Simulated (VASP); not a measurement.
Here is a VASP 6.6.1 calculation.

The input POSCAR:

```
WSe2
1.0
    3.2149914222      0.0000000000      0.0000000000
   -1.6074957111      2.7842642446      0.0000000000
    0.0000000000      0.0000000000     29.8000909728
W Se
3 6
Direct
    0.6666666667      0.3333333333      0.0000000000
    0.3333333333      0.6666666667      0.7699395294
    0.3333333333      0.6666666667      0.2300604706
    0.3333333333      0.6666666667      0.0557735259
    0.6666666667      0.3333333333      0.8257181867
    0.6666666667      0.3333333333      0.2857987534
    0.3333333333      0.6666666667      0.9442264741
    0.6666666667      0.3333333333      0.7142012466
    0.6666666667      0.3333333333      0.1742818133
```

File INCAR.step1:

```
SYSTEM = WSe2
PREC = Accurate
ENCUT = 520
ISMEAR = 0
SIGMA = 0.05
LREAL = .FALSE.
LASPH = .TRUE.
NELM = 100
NBANDS = 49
GGA = PE
ALGO = Normal
EDIFF = 1E-4
LWAVE = .TRUE.
LCHARG = .FALSE.
```

File INCAR.step2:

```
SYSTEM = WSe2
PREC = Accurate
ENCUT = 520
EDIFF = 1E-6
ISMEAR = 0
SIGMA = 0.05
LREAL = .FALSE.
LASPH = .TRUE.
NELM = 100
ALGO = Normal
ISIF = 2
LWAVE = .FALSE.
LCHARG = .FALSE.
METAGGA = R2SCAN
LMIXTAU = .TRUE.
NBANDS = 49
ISTART = 1
```

File KPOINTS:

```
regular mesh
0
G
  12 12 1
  0 0 0
```

Potentials or basis: VASP PAW PBE potentials, release 64 (W_sv, Se).

Command:

```console
$ cat potpaw_PBE.64/W_sv/POTCAR potpaw_PBE.64/Se/POTCAR > POTCAR
$ cp INCAR.step1 INCAR
$ mpirun -np 1 vasp_std > vasp.out
$ cp INCAR.step2 INCAR
$ mpirun -np 1 vasp_std > vasp.out
```

**Question.** Predict the largest force.

**Answer.** 0.768 eV/Å.

**Question.** Predict the band gap on the k mesh.

**Answer.** 1.57 eV, indirect (least direct gap 1.95 eV).

Forces in eV/Å, atoms in the order of the input:
```
W    0.000  0.000  0.000
W    0.000  0.000 -0.001
W    0.000  0.000  0.001
Se   0.000  0.000  0.760
Se   0.000  0.000  0.760
Se   0.000  0.000  0.768
Se   0.000  0.000 -0.760
Se   0.000  0.000 -0.768
Se   0.000  0.000 -0.760
```

Caveat: the cell differs from its parent crystal (strain -0.030 along x and y, +0.000 along z); the PAW data sets were made with another functional, which shifts forces and pressure a little; spin-orbit coupling is left out, which moves the levels of the heavy elements.
